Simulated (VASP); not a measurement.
Sr, 1 atom in the cell. Symmetry: P6/mmm, No. 191, hexagonal system. Conventional cell: a = 4.005 Å, b = 4.005 Å, c = 3.724 Å, α = 90.00°, β = 90.00°, γ = 120.00°. Within 4.9 Å of Sr (site symmetry 6/mmm) lie 8 Sr at 3.72 to 4.00 Å. This isn't the form of Sr at room conditions, which is fcc.

| Quantity | Value |
| --- | --- |
| Program | VASP 6.6.1 |
| Task | relaxation of cell and atoms |
| Functional | PBEsol |
| Potentials or basis | VASP PAW PBE potentials, release 64 (Sr_sv) |
| Cutoff | 600 eV |
| k mesh | 18 × 18 × 16 |
| Occupations | gaussian, width 0.1 eV |
| Spin | no spin polarisation |
| Dipole correction | no |
| Further INCAR settings | ALGO = Fast; EDIFF = 1e-06; IBRION = 2; EDIFFG = -0.01; NSW = 100; ISIF = 3 |

Potentials or basis: VASP PAW PBE potentials, release 64 (Sr_sv).

The run is started by

```bash
$ cat potpaw_PBE.64/Sr_sv/POTCAR > POTCAR
$ mpirun -np 1 vasp_std > vasp.out
```

Hardware: 1 thread of Oxide Virtual Turin-like Processor, on a shared host.

Question: How long does it take, and how much memory?

Answer: Run time: 2.8 min on 1 thread of Oxide Virtual Turin-like Processor, on a shared host, peak memory 0.31 GiB. Counts: scf iterations 14, k points 333, ion steps 1.
